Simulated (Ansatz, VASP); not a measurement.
One calculation of In, two programs

The input INCAR:

```
SYSTEM = In
  ALGO = Fast
  EDIFF = 1E-7
  ENCUT = 520
  GGA = PE
  ISIF = 2
  ISMEAR = 0
  LASPH = .True.
  LCHARG = .True.
  LELF = .True.
  LREAL = .False.
  LVHAR = .True.
  LWAVE = .False.
  NBANDS = 12
  NELM = 80
  PREC = Accurate
  SIGMA = 0.1
```

KPOINTS

```
k-points
0
Gamma
  22 22 22
  0 0 0
```

Contents of POSCAR:

```
In
1.0
   -1.7205472139      1.7205472139      2.3240406738
    1.7205472139     -1.7205472139      2.3240406738
    1.7205472139      1.7205472139     -2.3240406738
In
1
Direct
    0.0000000000      0.0000000000      0.0000000000
```

Input for Ansatz:

```yaml
crystal:
  lattice:
    - [-1.7205472139, 1.7205472139, 2.3240406738]
    - [1.7205472139, -1.7205472139, 2.3240406738]
    - [1.7205472139, 1.7205472139, -2.3240406738]
  atoms:
    - { symbol: In, position: [0.0, 0.0, 0.0] }
basis:
  ecutwfc: 420
kpoints:
  mp_grid: { grid: [22, 22, 22] }
  band_path:
    path:
      - [[0.0, 0.0, 0.0], [0.0, 0.0, 0.5], [0.25, 0.25, 0.25], [0.0, 0.5, 0.0], [0.0, 0.0, 0.0], [0.5, 0.5, -0.5], [0.38702056, 0.61297944, -0.38702056]]
      - [[-0.38702056, 0.38702056, 0.38702056], [0.0, 0.0, 0.0]]
      - [[0.0, 0.0, 0.5], [-0.27404113, 0.27404113, 0.5]]
      - [[0.5, 0.5, -0.27404113], [0.5, 0.5, -0.5]]
    npoints: 14
hamiltonian:
  xc: pbe
scf:
  occupations: { method: gaussian, width: 0.1 }
  n_extra_bands: 6
output:
  forces: true
  stress: true
  eigenvalues: true
  populations: true
  dos: { projected: true, de: 0.02, nscf_kmesh: { grid: [27, 27, 27] } }
  bader: true
  write_density: true
  write_potential: true
  elf: true
  volumetric_format: npy
```

Alike in both runs: task single point; functional PBE; k mesh 22 × 22 × 22; occupations gaussian, width 0.1 eV; no spin polarisation.

|  | VASP | Ansatz |
| --- | --- | --- |
| version | VASP 6.6.1 | Ansatz 0.2.0 |
| potentials or method | VASP PAW PBE potentials, release 64 (In_d), cutoff 520 eV | scalar-relativistic, plane waves, PAW |
| valence electrons in the cell | 13 | 13 |

|  | VASP | Ansatz | Ansatz less VASP |
| --- | --- | --- | --- |
| gap on the k mesh at the Fermi level (eV) | none | none | - |
| pressure (GPa) | -0.1 | 0.0 | +0.06 |

A gap of «none» marks a metal or a gap that the smearing closes. With one functional, cell and mesh, what is left measures potentials, basis and numerics.
